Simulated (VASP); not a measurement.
# TiAl30 (a cell with a defect) in VASP: further runs

Runs on TiAl30 (a cell with a defect). Level: PBE. Tasks: single point.

All numbers are computed with VASP 6.6.1; they aren't measurements. Logs are shortened: lines on timing, memory, paths and dates and some standing lists are left out, and cuts for length are marked.

## 1. The cell of the first run

The cell holds a defect, 31 atoms: a = 8.100 Å, b = 8.100 Å, c = 8.100 Å, α = 90.00°, β = 90.00°, γ = 90.00°.

## 2. Single point, PBE

Contents of INCAR:

```
SYSTEM = TiAl30
PREC = Accurate ; ENCUT = 520
EDIFF = 1E-7 ; ISMEAR = -1
SIGMA = 0.15 ; LREAL = Auto
LASPH = .True. ; NELM = 80
ALGO = Normal ; ISIF = 2
LWAVE = .False. ; LCHARG = .True.
GGA = PE ; LELF = .True.
LVHAR = .True. ; NBANDS = 72
```

Contents of KPOINTS:

```
regular mesh
0
Gamma
  3 3 3
  0 0 0
```

Contents of POSCAR:

```
TiAl30
1.0
    8.1000000000      0.0000000000      0.0000000000
    0.0000000000      8.1000000000      0.0000000000
    0.0000000000      0.0000000000      8.1000000000
Al Ti
30 1
Direct
    0.5000619753     -0.0004791358     -0.0003455556
    0.7576009877      0.2494713580      0.0029153086
    0.7580239506      0.0034466667      0.2490475309
    0.0000618519      0.0005669136      0.0000153086
    0.2425216049      0.2494488889      0.0029375309
    0.5000135802      0.5016146914     -0.0072803704
    0.7490283951      0.7516044444     -0.0014858025
    0.2420996296      0.0034196296      0.2490695062
    0.5000543210      0.2431158025      0.2429470370
    0.7296895062      0.5021867901      0.2444850617
    0.5000834568     -0.0074477778      0.5011476543
    0.7292988889      0.2443953086      0.5022354321
    0.7485124691     -0.0014004938      0.7515748148
    0.0000559259      0.4950760494      0.0168677778
    0.2510659259      0.7515654321     -0.0014523457
    0.2703408642      0.5021202469      0.2445546914
    0.5000232099      0.7585759259      0.2529388889
    0.0000707407      0.0168911111      0.4951600000
    0.2708608642      0.2443518519      0.5022739506
    0.5000537037      0.5079218519      0.5077409877
    0.7611095062      0.7437637037      0.4999643210
    0.2516248148     -0.0014193827      0.7515907407
    0.5000801235      0.2533869136      0.7587259259
    0.7614969136      0.5002880247      0.7432585185
    0.0000520988      0.7417537037      0.2530534568
    0.2390138272      0.7437579012      0.4999932099
    0.0000677778      0.2528803704      0.7420866667
    0.2386138272      0.5002688889      0.7432802469
    0.5000591358      0.7495369136      0.7496303704
    0.0000637037      0.7522360494      0.7516280247
   -0.0000274074      0.4223634568      0.4233155556
```

Potentials or basis: VASP PAW PBE potentials, release 64 (Al, Ti_sv).

Command:

```bash
$ cat potpaw_PBE.64/Al/POTCAR potpaw_PBE.64/Ti_sv/POTCAR > POTCAR
$ mpirun -np 1 vasp_std > vasp.out
```

OUTCAR:

```text
SYSTEM = TiAl30
   PREC = Accurate
   ENCUT = 520
   EDIFF = 1E-7
   ISMEAR = -1
   LREAL = Auto
   LASPH = .True.
   NELM = 80
   ISIF = 2
   GGA = PE

 ion  position               nearest neighbor table
   1  0.500  1.000  1.000-   9 2.79  17 2.83  23 2.83  22 2.84  13 2.84   7 2.85  15 2.85  29 2.86
                             3 2.91   8 2.91   5 2.91   2 2.91
   2  0.758  0.249  0.003-  14 2.80   4 2.81   3 2.82  10 2.84   9 2.85  23 2.87  13 2.88  27 2.88
                             1 2.91   6 2.92  24 2.92
   3  0.758  0.003  0.249-  18 2.80   4 2.81   2 2.82  12 2.84   9 2.85   7 2.88  17 2.88  25 2.89
                             1 2.91  11 2.92  21 2.93
   4  0.000  0.001  0.000-   3 2.81   8 2.81   5 2.81   2 2.81  30 2.84   7 2.86  22 2.86  13 2.86
                            15 2.86  27 2.92  25 2.93
   5  0.243  0.249  0.003-  14 2.80   4 2.81   8 2.82  16 2.84   9 2.85  23 2.88  22 2.88  27 2.88
                             1 2.91   6 2.92  28 2.92
   6  0.500  0.502  0.993-  10 2.76  16 2.76  23 2.76  29 2.81  15 2.86   7 2.86   9 2.91   5 2.92
                             2 2.92  28 2.93  24 2.93  17 2.96
   7  0.749  0.752  0.999-  13 2.83  10 2.84   1 2.85  29 2.85  30 2.85   6 2.86   4 2.86   3 2.88
                            17 2.88  25 2.90  24 2.90  14 2.91
   8  0.242  0.003  0.249-  18 2.80   4 2.81   5 2.82  19 2.84   9 2.85  15 2.88  17 2.88  25 2.89
                             1 2.91  11 2.92  26 2.92
   9  0.500  0.243  0.243-   1 2.79  19 2.80  12 2.80  10 2.80  16 2.80   5 2.85   2 2.85   3 2.85
[... 28 lines left out ...]
                            20 2.90  24 2.92  28 2.92  11 2.97
  24  0.761  0.500  0.743-  27 2.78  21 2.79  30 2.81  20 2.85  12 2.86   7 2.90  23 2.92   2 2.92
                            29 2.93   6 2.93  14 2.94
  25  0.000  0.742  0.253-  14 2.77  21 2.78  26 2.78   8 2.89   3 2.89  15 2.90   7 2.90  16 2.93
                            10 2.93  31 2.93   4 2.93  18 2.97
  26  0.239  0.744  0.500-  25 2.78  28 2.79  30 2.81  20 2.85  16 2.86  22 2.90  17 2.91  11 2.92
                             8 2.92  29 2.93  18 2.94
  27  0.000  0.253  0.742-  18 2.77  28 2.78  24 2.78   2 2.88   5 2.88  13 2.90  22 2.90   4 2.92
                            31 2.92  19 2.93  12 2.93  14 2.97
  28  0.239  0.500  0.743-  27 2.78  26 2.79  30 2.81  20 2.85  19 2.86  15 2.90  23 2.92   5 2.92
                            29 2.93   6 2.93  14 2.94
  29  0.500  0.750  0.750-  20 2.77   6 2.81  11 2.82  22 2.85  13 2.85   7 2.85  15 2.85   1 2.86
                            26 2.93  21 2.93  24 2.93  28 2.93
  30  0.000  0.752  0.752-  24 2.81  28 2.81  26 2.81  21 2.81   4 2.84  22 2.85  15 2.85   7 2.85
                            13 2.85  18 2.99  14 2.99
  31  1.000  0.422  0.423-  12 2.70  19 2.70  10 2.70  16 2.70  27 2.92  25 2.93

  LATTYP: Found a simple cubic cell.
 ALAT       =     8.1000000000

  Lattice vectors:

 A1 = (   8.1000000000,   0.0000000000,   0.0000000000)
 A2 = (   0.0000000000,   8.1000000000,   0.0000000000)
 A3 = (   0.0000000000,   0.0000000000,   8.1000000000)

Analysis of symmetry for initial positions (statically):
=====================================================================
 Subroutine PRICEL returns:
 Original cell was already a primitive cell.

 Routine SETGRP: Setting up the symmetry group for a
 simple cubic supercell.

 Subroutine GETGRP returns: Found  1 space group operations
 (whereof  1 operations were pure point group operations)
 out of a pool of 48 trial point group operations.

The static configuration has the point symmetry C_1 .

Analysis of symmetry for dynamics (positions and initial velocities):
=====================================================================
 Subroutine PRICEL returns:
 Original cell was already a primitive cell.

 Routine SETGRP: Setting up the symmetry group for a
 simple cubic supercell.

 Subroutine GETGRP returns: Found  1 space group operations
 (whereof  1 operations were pure point group operations)
 out of a pool of 48 trial point group operations.

The dynamic configuration has the point symmetry C_1 .

 Subroutine INISYM returns: Found  1 space group operations
 (whereof  1 operations are pure point group operations),
 and found     1 'primitive' translations

----------------------------------------------------------------------------------------

                                     Primitive cell

  volume of cell :     531.4410

  direct lattice vectors                    reciprocal lattice vectors
     8.100000000  0.000000000  0.000000000     0.123456790  0.000000000  0.000000000
     0.000000000  8.100000000  0.000000000     0.000000000  0.123456790  0.000000000
     0.000000000  0.000000000  8.100000000     0.000000000  0.000000000  0.123456790

  length of vectors
     8.100000000  8.100000000  8.100000000     0.123456790  0.123456790  0.123456790
[... 85 lines left out ...]

  Shift w.r.t. Gamma in fractional coordinates (k-lattice)
     0.000000000  0.000000000  0.000000000

 Subroutine IBZKPT returns following result:
 ===========================================

 Found     14 irreducible k-points:

 Following reciprocal coordinates:
            Coordinates               Weight
  0.000000  0.000000  0.000000      1.000000
  0.333333  0.000000  0.000000      2.000000
  0.000000  0.333333  0.000000      2.000000
  0.000000  0.000000  0.333333      2.000000
  0.333333  0.333333  0.000000      2.000000
  0.000000  0.333333  0.333333      2.000000
  0.333333  0.000000  0.333333      2.000000
 -0.333333  0.333333  0.000000      2.000000
 -0.333333  0.000000  0.333333      2.000000
  0.000000 -0.333333  0.333333      2.000000
  0.333333  0.333333  0.333333      2.000000
 -0.333333  0.333333  0.333333      2.000000
 -0.333333 -0.333333  0.333333      2.000000
  0.333333 -0.333333  0.333333      2.000000
   k-points           NKPTS =     14   k-points in BZ     NKDIM =     14   number of bands    NBANDS=     72
   number of dos      NEDOS =    301   number of ions     NIONS =     31
   total plane-waves  NPLWV = 216000
   dimension x,y,z NGX =    60 NGY =   60 NGZ =   60
   dimension x,y,z NGXF=   120 NGYF=  120 NGZF=  120
   ions per type =              30   1
   NGX,Y,Z   is equivalent  to a cutoff of  12.31, 12.31, 12.31 a.u.
   NGXF,Y,Z  is equivalent  to a cutoff of  24.63, 24.63, 24.63 a.u.
 SYSTEM =  TiAl30
   PREC   = accura    normal or accurate (medium, high low for compatibility)
   ISTART =      0    job   : 0-new  1-cont  2-samecut
   ICHARG =      2    charge: 1-file 2-atom 10-const
   ISPIN  =      1    spin polarized calculation?
   LNONCOLLINEAR =      F non collinear calculations
   LSORBIT =      F    spin-orbit coupling
   LASPH  =      T    aspherical Exc in radial PAW
   ENCUT  =  520.0 eV  38.22 Ry    6.18 a.u.  15.06 15.06 15.06*2*pi/ulx,y,z
   NELM   =     80;   NELMIN=  2; NELMDL= -5     # of ELM steps
   EDIFF  = 0.1E-06   stopping-criterion for ELM
   LREAL  =      T    real-space projection
   EDIFFG = 0.1E-05   stopping-criterion for IOM
   NSW    =      0    number of steps for IOM
   IBRION =     -1    ionic relax: 0-MD 1-quasi-New 2-CG
   NFREE  =      0    steps in history (QN), initial steepest desc. (CG)
   ISIF   =      2    stress and relaxation
   ISYM   =      2    0-nonsym 1-usesym 2-fastsym
   POTIM  = 0.5000    time-step for ionic-motion
   TEBEG  =    0.0;   TEEND  =   0.0 temperature during run
   PSTRESS=    0.0 pullay stress
   NELECT =     102.0000    total number of electrons
   NUPDOWN=      -1.0000    fix difference up-down
   EMIN   =  10.00;   EMAX   =-10.00  energy-range for DOS
   EFERMI =   0.00;   METHOD = LEGACY
   ISMEAR =    -1;   SIGMA  =   0.15  broadening in eV -4-tet -1-fermi 0-gaus
   EFERMI_NEDOS =   21; number of points for ismear=-14 and -15
   IALGO  =     38    algorithm
   IMIX   =      4    mixing-type and parameters
     AMIX     =   0.40;   BMIX     =  1.00
     AMIX_MAG =   1.60;   BMIX_MAG =  1.00
  volume/ion in A,a.u.               =      17.14       115.69
  Fermi-wavevector in a.u.,A,eV,Ry     =   0.944329  1.784523 12.133087  0.891757
  Thomas-Fermi vector in A             =   2.072123
   LORBIT       =      0    0 simple, 1 ext, 2 COOP (PROOUT), +10 PAW based schemes
   GGA     = PE    functional components
   LHFCALC =     F    Hartree Fock is set to
   AEXX    =    0.0000 exact exchange contribution
   IVDW    =     0    specifies the selected vdW correction
   LEPSILON=     F    determine dielectric tensor
   LRPA    =     F    only Hartree local field effects (RPA)
 non-spin polarized calculation
  energy-cutoff  :      520.00
  volume of cell :      531.44
 maximum number of plane-waves:     14358
   NGX = 31   NGY = 31   NGZ = 31

 number of electron     102.0000002 magnetization

 Free energy of the ion-electron system (eV)
  ---------------------------------------------------
  ext. energy  EPLUGINS =         0.00000000
  ---------------------------------------------------
  free energy    TOTEN  =      -120.20131981 eV

  energy without entropy =     -119.21868048  energy(sigma->0) =     -119.71000015

 E-fermi :   7.5293     XC(G=0): -10.0839

 val. band max:        7.5136663454   @ k =   0.3333   0.0000   0.0000
 cond. band min:       7.5780333266   @ k =   0.3333  -0.3333   0.3333
 fundamental gap:      0.0643669812
 Fermi energy:         7.5292762066

 k-point     1 :       0.0000    0.0000    0.0000
  band No.  band energies     occupation
      1     -49.6254      2.00000
      2     -26.0174      2.00000
      3     -25.8555      2.00000
      4     -25.8097      2.00000
      5      -3.2676      2.00000
      6      -1.1919      2.00000
[... 913 lines left out ...]
     62       9.2218      0.00003
     63       9.2775      0.00002
 [bands above 63 left out]

------------------------ aborting loop because EDIFF is reached ----------------------------------------

  FORCE on cell =-STRESS in cart. coord.  units (eV):
  Direction    XX          YY          ZZ          XY          YZ          ZX
  --------------------------------------------------------------------------------------
  -------------------------------------------------------------------------------------
  Total       -0.5001711     -5.4518955     -5.3996675      0.0055921      1.4439751     -0.0026702
  in kB       -1.5079054    -16.4362616    -16.2788059      0.0168589      4.3532663     -0.0080500
  external PRESSURE =     -11.4076576 kB  Pullay stress =       0.0000000 kB

 VOLUME and BASIS-vectors are now :
 -----------------------------------------------------------------------------
  energy-cutoff  :      520.00
  volume of cell :      531.44
      direct lattice vectors                 reciprocal lattice vectors
     8.100000000  0.000000000  0.000000000     0.123456790  0.000000000  0.000000000
     0.000000000  8.100000000  0.000000000     0.000000000  0.123456790  0.000000000
     0.000000000  0.000000000  8.100000000     0.000000000  0.000000000  0.123456790

 POSITION                                       TOTAL-FORCE (eV/Angst)
 -----------------------------------------------------------------------------------
      4.05050      8.09612      8.09720         0.000355     -0.032864     -0.033756
      6.13657      2.02072      0.02361        -0.032785     -0.022752     -0.043275
      6.13999      0.02792      2.01729        -0.034179     -0.048879     -0.021412
      0.00050      0.00459      0.00012         0.000363      0.015501      0.016246
      1.96442      2.02054      0.02379         0.032036     -0.023403     -0.043971
      4.05011      4.06308      8.04103         0.000423      0.012249      0.002033
[... 23 lines left out ...]
      0.00052      6.09311      6.08819         0.000288     -0.025947     -0.023595
      8.09978      3.42114      3.42886         0.005906      0.659777      0.656398
 -----------------------------------------------------------------------------------
    total drift:                                0.008142     -0.001825      0.005664

  FREE ENERGIE OF THE ION-ELECTRON SYSTEM (eV)
  ---------------------------------------------------
  free  energy   TOTEN  =      -120.2013198141 eV

  energy  without entropy=     -119.2186804791  energy(sigma->0) =     -119.71000015
```

It took 11 min on 1 thread of AMD EPYC 9R45 (Zen 5), shared host; peak memory 0.63 GiB.

What came out:

```
Free energy            : -120.2013 eV
Pressure               : -1.1 GPa
Largest force          : 0.931 eV/Å
Band gap on the k mesh : zero (bands 51 and 52 overlap by 0.22 eV)
```

Forces on the atoms (eV/Å):
```
Al   0.000 -0.033 -0.034
Al  -0.033 -0.023 -0.043
Al  -0.034 -0.049 -0.021
Al   0.000  0.016  0.016
Al   0.032 -0.023 -0.044
Al   0.000  0.012  0.002
Al   0.001 -0.019 -0.024
Al   0.034 -0.048 -0.021
Al   0.000 -0.009 -0.010
Al   0.041 -0.069 -0.026
Al   0.001  0.003  0.016
Al   0.043 -0.027 -0.068
Al   0.005 -0.022 -0.021
Al  -0.001 -0.027  0.029
Al  -0.001 -0.018 -0.025
Al  -0.040 -0.068 -0.026
Al   0.000 -0.026  0.005
Al   0.000  0.035 -0.030
Al  -0.048 -0.023 -0.070
Al  -0.001 -0.024 -0.022
Al   0.020 -0.043 -0.030
Al  -0.004 -0.024 -0.019
Al   0.000  0.006 -0.029
Al   0.016 -0.033 -0.042
Al  -0.001  0.049 -0.043
Al  -0.021 -0.043 -0.031
Al   0.000 -0.043  0.047
Al  -0.017 -0.033 -0.042
Al   0.001 -0.027 -0.028
Al   0.000 -0.026 -0.024
Ti   0.006  0.660  0.656
```

Levels at points of the mesh, in eV from the Fermi level:
| k point | band 47 | band 48 | band 49 | band 50 | band 51 | band 52 | band 53 | band 54 | band 55 | band 56 |
| --- | --- | --- | --- | --- | --- | --- | --- | --- | --- | --- |
| (0.00, 0.00, 0.00) | -0.47 | -0.47 | -0.24 | 0.18 | 0.20 | 0.22 | 0.24 | 0.35 | 0.42 | 0.61 |

(Part 1 of 2 ends here.)
